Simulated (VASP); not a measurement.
# Rb (R-3m) in VASP: a series of runs

Runs on Rb. Level: PBE. Tasks: single point.

All numbers are computed with VASP 6.6.1; they aren't measurements. Logs are shortened: lines on timing, memory, paths and dates and some standing lists are left out, and cuts for length are marked.

## (1) The cell of the first run

The structure is trigonal, space group R-3m (No. 166). The conventional cell has a = 5.023 Å, b = 5.023 Å, c = 37.541 Å, α = 90.00°, β = 90.00°, γ = 120.00°.

## (2) Single point, PBE

File INCAR:

```
SYSTEM = Rb
PREC = Accurate ; ENCUT = 520
EDIFF = 1E-7 ; ISMEAR = 0
SIGMA = 0.1 ; LREAL = .False.
LASPH = .True. ; NELM = 100
ALGO = Normal ; ISIF = 2
LWAVE = .False. ; LCHARG = .False.
GGA = PE ; NBANDS = 20
```

File KPOINTS:

```
regular mesh
0
Gamma
  9 9 9
  0 0 0
```

File POSCAR:

```
Rb
1.0
    2.5113795390      1.4499456529     12.5138200650
   -2.5113795390      1.4499456529     12.5138200650
    0.0000000000     -2.8998913058     12.5138200650
Rb
3
Direct
    0.0000000000      0.0000000000      0.0000000000
    0.7778108300      0.7778108300      0.7778108300
    0.2221891700      0.2221891700      0.2221891700
```

Potentials or basis: VASP PAW PBE potentials, release 64 (Rb_sv).

Launch:

```console
> cat potpaw_PBE.64/Rb_sv/POTCAR > POTCAR
> mpirun -np 1 vasp_std > vasp.out
```

OUTCAR:

```text
SYSTEM = Rb
   PREC = Accurate
   ENCUT = 520
   EDIFF = 1E-7
   ISMEAR = 0
   LREAL = .False.
   LASPH = .True.
   NELM = 100
   ISIF = 2
   GGA = PE

 ion  position               nearest neighbor table
   1  0.000  0.000  0.000-   2 5.08   2 5.08   3 5.08   3 5.08   2 5.08   3 5.08
   2  0.778  0.778  0.778-   3 5.08   3 5.08   3 5.08   1 5.08   1 5.08   1 5.08
   3  0.222  0.222  0.222-   2 5.08   2 5.08   2 5.08   1 5.08   1 5.08   1 5.08

  LATTYP: Found a trigonal (rhomboedric) cell.
 ALAT       =    12.8454296232
 COS(alpha) =     0.9235535310

  Lattice vectors:

 A1 = (   2.5113795390,   1.4499456529,  12.5138200650)
 A2 = (  -2.5113795390,   1.4499456529,  12.5138200650)
 A3 = (   0.0000000000,  -2.8998913058,  12.5138200650)

Analysis of symmetry for initial positions (statically):
=====================================================================
 Subroutine PRICEL returns:
 Original cell was already a primitive cell.

 Routine SETGRP: Setting up the symmetry group for a
 trigonal (rhombohedral) supercell.

 Subroutine GETGRP returns: Found 12 space group operations
 (whereof 12 operations were pure point group operations)
 out of a pool of 12 trial point group operations.

The static configuration has the point symmetry D_3d.

Analysis of symmetry for dynamics (positions and initial velocities):
=====================================================================
 Subroutine PRICEL returns:
 Original cell was already a primitive cell.

 Routine SETGRP: Setting up the symmetry group for a
 trigonal (rhombohedral) supercell.

 Subroutine GETGRP returns: Found 12 space group operations
 (whereof 12 operations were pure point group operations)
 out of a pool of 12 trial point group operations.

The dynamic configuration has the point symmetry D_3d.

 Subroutine INISYM returns: Found 12 space group operations
 (whereof 12 operations are pure point group operations),
 and found     1 'primitive' translations

----------------------------------------------------------------------------------------

                                     Primitive cell

  volume of cell :     273.4042

  direct lattice vectors                    reciprocal lattice vectors
     2.511379539  1.449945653 12.513820065     0.199093762  0.114946837  0.026637216
    -2.511379539  1.449945653 12.513820065    -0.199093762  0.114946837  0.026637216
     0.000000000 -2.899891306 12.513820065     0.000000000 -0.229893674  0.026637216

  length of vectors
    12.845429623 12.845429623 12.845429623     0.231431724  0.231431724  0.231431724

  position of ions in fractional coordinates (direct lattice)
     0.000000000  0.000000000  0.000000000
     0.777810830  0.777810830  0.777810830
     0.222189170  0.222189170  0.222189170

  ion indices of the primitive-cell ions
   primitive index   ion index
                 1           1
                 2           2
                 3           3

----------------------------------------------------------------------------------------

 KPOINTS: regular mesh

Automatic generation of k-mesh.
 Grid dimensions read from file:
 generate k-points for:    9    9    9

 Generating k-lattice:

  Cartesian coordinates                     Fractional coordinates (reciprocal lattice)
     0.022121529  0.012771871  0.002959691     0.111111111 -0.000000000  0.000000000
    -0.022121529  0.012771871  0.002959691    -0.000000000  0.111111111  0.000000000
     0.000000000 -0.025543742  0.002959691     0.000000000  0.000000000  0.111111111

  Length of vectors
     0.025714636  0.025714636  0.025714636

  Shift w.r.t. Gamma in fractional coordinates (k-lattice)
     0.000000000  0.000000000  0.000000000

 Subroutine IBZKPT returns following result:
 ===========================================

 Found     85 irreducible k-points:

 Following reciprocal coordinates:
            Coordinates               Weight
  0.000000  0.000000  0.000000      1.000000
  0.111111  0.000000  0.000000      6.000000
  0.222222  0.000000 -0.000000      6.000000
  0.333333  0.000000 -0.000000      6.000000
  0.444444  0.000000 -0.000000      6.000000
  0.111111  0.111111  0.000000      6.000000
[... 16 lines left out ...]
 -0.333333  0.333333  0.000000      6.000000
  0.444444  0.444444 -0.000000      6.000000
 [... further k-points ...]
   k-points           NKPTS =     85   k-points in BZ     NKDIM =     85   number of bands    NBANDS=     20
   number of dos      NEDOS =    301   number of ions     NIONS =      3
   total plane-waves  NPLWV = 884736
   dimension x,y,z NGX =    96 NGY =   96 NGZ =   96
   dimension x,y,z NGXF=   192 NGYF=  192 NGZF=  192
   ions per type =               3
   NGX,Y,Z   is equivalent  to a cutoff of  12.42, 12.42, 12.42 a.u.
   NGXF,Y,Z  is equivalent  to a cutoff of  24.85, 24.85, 24.85 a.u.
 SYSTEM =  Rb
   PREC   = accura    normal or accurate (medium, high low for compatibility)
   ISTART =      0    job   : 0-new  1-cont  2-samecut
   ICHARG =      2    charge: 1-file 2-atom 10-const
   ISPIN  =      1    spin polarized calculation?
   LNONCOLLINEAR =      F non collinear calculations
   LSORBIT =      F    spin-orbit coupling
   LASPH  =      T    aspherical Exc in radial PAW
   ENCUT  =  520.0 eV  38.22 Ry    6.18 a.u.  23.88 23.88 23.88*2*pi/ulx,y,z
   NELM   =    100;   NELMIN=  2; NELMDL= -5     # of ELM steps
   EDIFF  = 0.1E-06   stopping-criterion for ELM
   LREAL  =      F    real-space projection
   EDIFFG = 0.1E-05   stopping-criterion for IOM
   NSW    =      0    number of steps for IOM
   IBRION =     -1    ionic relax: 0-MD 1-quasi-New 2-CG
   NFREE  =      0    steps in history (QN), initial steepest desc. (CG)
   ISIF   =      2    stress and relaxation
   ISYM   =      2    0-nonsym 1-usesym 2-fastsym
   POTIM  = 0.5000    time-step for ionic-motion
   TEBEG  =    0.0;   TEEND  =   0.0 temperature during run
   PSTRESS=    0.0 pullay stress
   NELECT =      27.0000    total number of electrons
   NUPDOWN=      -1.0000    fix difference up-down
   EMIN   =  10.00;   EMAX   =-10.00  energy-range for DOS
   EFERMI =   0.00;   METHOD = LEGACY
   ISMEAR =     0;   SIGMA  =   0.10  broadening in eV -4-tet -1-fermi 0-gaus
   EFERMI_NEDOS =   21; number of points for ismear=-14 and -15
   IALGO  =     38    algorithm
   IMIX   =      4    mixing-type and parameters
     AMIX     =   0.40;   BMIX     =  1.00
     AMIX_MAG =   1.60;   BMIX_MAG =  1.00
  volume/ion in A,a.u.               =      91.13       615.01
  Fermi-wavevector in a.u.,A,eV,Ry     =   0.756707  1.429969  7.790768  0.572605
  Thomas-Fermi vector in A             =   1.854888
   LORBIT       =      0    0 simple, 1 ext, 2 COOP (PROOUT), +10 PAW based schemes
   GGA     = PE    functional components
   LHFCALC =     F    Hartree Fock is set to
   AEXX    =    0.0000 exact exchange contribution
   IVDW    =     0    specifies the selected vdW correction
   LEPSILON=     F    determine dielectric tensor
   LRPA    =     F    only Hartree local field effects (RPA)
 non-spin polarized calculation
 Gauss-broadening in eV      SIGMA  =   0.10
  energy-cutoff  :      520.00
  volume of cell :      273.40
 maximum number of plane-waves:      7397
   NGX = 47   NGY = 47   NGZ = 47

 number of electron      27.0000000 magnetization

 Free energy of the ion-electron system (eV)
  ---------------------------------------------------
  ext. energy  EPLUGINS =         0.00000000
  ---------------------------------------------------
  free energy    TOTEN  =        -2.81980060 eV

  energy without entropy =       -2.80777142  energy(sigma->0) =       -2.81378601

 E-fermi :   0.0320     XC(G=0):  -5.4617

 val. band max:        0.0272065054   @ k =  -0.1111   0.2222   0.1111
 cond. band min:       0.0571821934   @ k =  -0.2222   0.1111   0.1111
 fundamental gap:      0.0299756881
 Fermi energy:         0.0319506043

 k-point     1 :       0.0000    0.0000    0.0000
  band No.  band energies     occupation
      1     -28.8894      2.00000
      2     -28.8870      2.00000
      3     -28.8867      2.00000
      4     -13.0015      2.00000
      5     -13.0015      2.00000
      6     -12.9415      2.00000
[... 12 lines left out ...]
     19       3.4906      0.00000
     20       3.4973      0.00000

 k-point     2 :       0.1111    0.0000    0.0000
  band No.  band energies     occupation
      1     -28.8890      2.00000
      2     -28.8867      2.00000
      3     -28.8864      2.00000
      4     -13.0026      2.00000
      5     -12.9974      2.00000
      6     -12.9504      2.00000
[... 12 lines left out ...]
     19       3.1402      0.00000
     20       3.4990      0.00000

 k-point     3 :       0.2222    0.0000   -0.0000
  band No.  band energies     occupation
      1     -28.8880      2.00000
      2     -28.8861      2.00000
      3     -28.8857      2.00000
      4     -13.0013      2.00000
      5     -12.9963      2.00000
      6     -12.9709      2.00000
[... 12 lines left out ...]
     19       2.5233      0.00000
     20       2.9686      0.00000

 k-point     4 :       0.3333    0.0000   -0.0000
  band No.  band energies     occupation
      1     -28.8867      2.00000
      2     -28.8854      2.00000
      3     -28.8850      2.00000
      4     -13.0099      2.00000
      5     -13.0062      2.00000
      6     -12.9946      2.00000
[... 12 lines left out ...]
     19       2.0528      0.00000
     20       2.5295      0.00000

 k-point     5 :       0.4444    0.0000   -0.0000
  band No.  band energies     occupation
      1     -28.8857      2.00000
      2     -28.8849      2.00000
      3     -28.8846      2.00000
      4     -13.0234      2.00000
      5     -13.0174      2.00000
      6     -13.0115      2.00000
[... 12 lines left out ...]
     19       2.0727      0.00000
     20       2.3024      0.00000
[... 353 lines left out ...]
      6     -13.0027      2.00000
[... 12 lines left out ...]
     19       2.1313      0.00000
     20       2.4790      0.00000

 k-point    22 :      -0.4444    0.3333    0.0000
  band No.  band energies     occupation
      1     -28.8852      2.00000
      2     -28.8848      2.00000
      3     -28.8844      2.00000
      4     -13.0141      2.00000
      5     -13.0084      2.00000
      6     -13.0026      2.00000
[... 12 lines left out ...]
     19       1.9839      0.00000
     20       2.1649      0.00000

 k-point    23 :      -0.3333    0.3333    0.0000
  band No.  band energies     occupation
      1     -28.8849      2.00000
      2     -28.8845      2.00000
      3     -28.8845      2.00000
      4     -13.0053      2.00000
      5     -13.0038      2.00000
      6     -12.9970      2.00000
[... 12 lines left out ...]
     19       1.5218      0.00000
     20       1.8725      0.00000

 k-point    24 :       0.4444    0.4444   -0.0000
  band No.  band energies     occupation
      1     -28.8856      2.00000
      2     -28.8852      2.00000
      3     -28.8844      2.00000
      4     -13.0241      2.00000
      5     -13.0176      2.00000
      6     -13.0095      2.00000
[... 12 lines left out ...]
     19       1.9323      0.00000
     20       2.4673      0.00000

 [... further k-points ...]
[... 5 lines left out ...]
  --------------------------------------------------------------------------------------
  -------------------------------------------------------------------------------------
  Total        0.0073110      0.0073110     -0.0001688      0.0000000     -0.0000000     -0.0000000
  in kB        0.0428433      0.0428433     -0.0009893      0.0000000     -0.0000000     -0.0000000
  external PRESSURE =       0.0282324 kB  Pullay stress =       0.0000000 kB

 VOLUME and BASIS-vectors are now :
 -----------------------------------------------------------------------------
  energy-cutoff  :      520.00
  volume of cell :      273.40
      direct lattice vectors                 reciprocal lattice vectors
     2.511379539  1.449945653 12.513820065     0.199093762  0.114946837  0.026637216
    -2.511379539  1.449945653 12.513820065    -0.199093762  0.114946837  0.026637216
     0.000000000 -2.899891306 12.513820065     0.000000000 -0.229893674  0.026637216

 POSITION                                       TOTAL-FORCE (eV/Angst)
 -----------------------------------------------------------------------------------
      0.00000      0.00000      0.00000         0.000000     -0.000000     -0.000000
      0.00000      0.00000     29.20015         0.000000      0.000000     -0.000435
      0.00000      0.00000      8.34131         0.000000     -0.000000      0.000435
 -----------------------------------------------------------------------------------
    total drift:                               -0.000000      0.000000      0.000000

  FREE ENERGIE OF THE ION-ELECTRON SYSTEM (eV)
  ---------------------------------------------------
  free  energy   TOTEN  =        -2.8198005977 eV

  energy  without entropy=       -2.8077714214  energy(sigma->0) =       -2.81378601
```

Run time: 43 min. Hardware: 1 thread of Intel Xeon Platinum 8259CL at 2.50GHz (Skylake/Cascade Lake), shared host; peak memory 1.6 GiB.

Results:

```yaml
Free_energy: -2.8198 eV
Pressure: 0.0 GPa
```

Levels at points of the mesh, in eV from the Fermi level:
```tsv
k point	band 11	band 12	band 13	band 14	band 15	band 16	band 17	band 18
(0.00, 0.00, 0.00)	-12.96	-12.96	-1.99	-0.88	-0.87	1.62	1.62	3.46
```

## (3) Single point, PBE (biaxial strain in the a-b plane: +3.0 %, then relaxed in part)

File INCAR:

```
ALGO = Normal
EDIFF = 1E-6
ENCUT = 520
GGA = PE
ISIF = 2
ISMEAR = 0
LASPH = T
LCHARG = F
LREAL = F
LWAVE = F
NBANDS = 50
NELM = 100
PREC = Accurate
SIGMA = 0.1
```

File KPOINTS:

```
k-points
0
Gamma
  9 9 1
```

File POSCAR:

```
Rb
1.0
    5.1734418504      0.0000000000      0.0000000000
   -2.5867209252      4.4803320674      0.0000000000
    0.0000000000      0.0000000000     36.8657139115
Rb
9
Direct
    0.0000000000      0.0000000000      0.0000000000
    0.0000000000      0.0000000000      0.7778108300
    0.3333333333      0.6666666667      0.8888558367
    0.6666666667      0.3333333333      0.3333333333
    0.6666666667      0.3333333333      0.1111441633
    0.0000000000      0.0000000000      0.2221891700
    0.3333333333      0.6666666667      0.6666666667
    0.3333333333      0.6666666667      0.4444774966
    0.6666666667      0.3333333333      0.5555225034
```

Potentials or basis: VASP PAW PBE potentials, release 64 (Rb_sv).

Launch:

```console
> cat potpaw_PBE.64/Rb_sv/POTCAR > POTCAR
> mpirun -np 1 vasp_std > vasp.out
```

It took 8.6 min on 1 thread of Intel Xeon Platinum 8259CL at 2.50GHz (Skylake/Cascade Lake), shared host; peak memory 0.99 GiB.

Results (log left out):

| Property | Result |
| --- | --- |
| Free energy | -8.4328 eV |
| Pressure | -0.1 GPa |

Stress tensor (GPa, compression positive):
```
-0.14  0.00  0.00
 0.00 -0.14  0.00
 0.00  0.00 -0.02
```

Levels at points of the mesh, in eV from the Fermi level:
| k point | band 39 | band 40 | band 41 | band 42 | band 43 | band 44 |
| --- | --- | --- | --- | --- | --- | --- |
| (0.00, 0.00, 0.00) | -1.79 | -1.39 | -1.39 | -0.78 | -0.77 | -0.04 |

Caveat: the cell differs from its parent crystal (biaxial strain in the a-b plane: +3.0 %, then relaxed in part).

(Continued in part 2 of 2.)
